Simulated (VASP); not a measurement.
WC4: single point with PBE

WC4:

```xyz
5
Lattice="-2.2295 2.2295 2.5158 2.2295 -2.2295 2.5158 2.2295 2.2295 -2.5158" Properties=species:S:1:pos:R:3 pbc="T T T"
W     0.0000    0.0000    4.2030
C     0.4771    1.7539    0.4308
C     1.7525    0.4756    2.9467
C     2.7051    0.4771    0.4308
C    -0.4756    1.7525    2.9467
```

The cell was generated, and may not be a known phase.

```yaml
Program: VASP 6.6.1
Task: single point
Functional: PBE
Potentials_or_basis: VASP PAW PBE potentials, release 64 (W_sv, C_h)
Cutoff: 1300 eV
k_mesh: 4 × 4 × 4
Occupations: gaussian, width 0.2 eV
Spin: no spin polarisation
Dipole_correction: no
Further_INCAR_settings: ALGO = Normal; EDIFF = 1e-06; NBANDS = 23
```

```
Pressure               : 0.4 GPa
Largest force          : 0.072 eV/Å
Band gap on the k mesh : zero (bands 15 and 16 overlap by 0.29 eV)
```

Forces on the atoms (eV/Å):
```
W    0.000  0.000  0.028
C   -0.059  0.040 -0.007
C    0.059 -0.040 -0.007
C   -0.040 -0.059 -0.007
C    0.040  0.059 -0.007
```

Stress tensor (GPa, compression positive):
```
 0.76  0.00  0.00
 0.00  0.76  0.00
 0.00  0.00 -0.27
```

Levels at points of the mesh, in eV from the Fermi level:
```tsv
k point	band 11	band 12	band 13	band 14	band 15	band 16	band 17	band 18	band 19	band 20
(0.00, 0.00, 0.00)	-4.89	-3.01	-3.01	-0.21	0.45	0.71	1.12	1.12	1.82	4.94
(0.50, 0.00, 0.00)	-4.89	-3.24	-2.73	-1.84	-1.63	0.64	2.14	2.76	3.67	4.41
(0.50, 0.50, 0.00)	-4.17	-3.10	-2.99	-2.81	-1.58	1.07	1.33	2.11	2.70	5.26
(0.50, 0.50, 0.50)	-4.27	-3.61	-2.95	-2.48	-1.61	2.50	2.84	2.95	2.95	3.92
```

Run time: 59 s on 1 thread of AMD EPYC 7R13 Processor (Zen 3), on a shared host, peak memory 0.31 GiB.

Caveat: the k points lie up to 0.47 Å⁻¹ apart; spin-orbit coupling is left out, which moves the levels of the heavy elements.
